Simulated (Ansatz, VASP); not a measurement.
# Two plane-wave programs on Ni

```
Ni
1.0
     2.52465    0.00000    0.00000
     0.00000    2.52465    0.00000
     0.00000    0.00000    3.57202
Ni
2
Direct
  0.00000 0.00000 0.00000
  0.50000 0.50000 0.50000
```

Alike in both runs: functional BLYP; k mesh 13 × 13 × 9; occupations fermi-dirac, width 0.05 eV; collinear spin.

Ansatz relaxed the structure, and its values are those at the end. VASP's run is a single point on that final structure, the one shown.

|  | VASP | Ansatz |
| --- | --- | --- |
| version | VASP 6.6.1 | Ansatz 0.2.0 |
| potentials or method | VASP PAW PBE potentials, release 64 (Ni), cutoff 520 eV | plane waves (420 eV) with PAW, scalar-relativistic |
| valence electrons in the cell | 20 | 36 |

VASP gave:

| Property | Result |
| --- | --- |
| pressure (GPa) | 0.2 |
| net moment per atom (μB) | 0.00 |
| size of the moment on the site where the two differ most (μB) | 0.11 |

Q: What did Ansatz give for the same quantities?

A: Pressure (GPa): 0.0; net moment per atom (μB): 0.00; size of the moment on the site where the two differ most (μB): 0.12.

VASP's potentials were made for PBE, not for BLYP. Site moments also hang on the region over which each program counts them. The functional is the same, so the differences come from potentials, cutoffs and numerics. VASP's potentials hold 20 valence electrons a cell and Ansatz's 36, so a difference there can come from the potentials and not from the codes. Ansatz's warnings: seeded moment not kept.
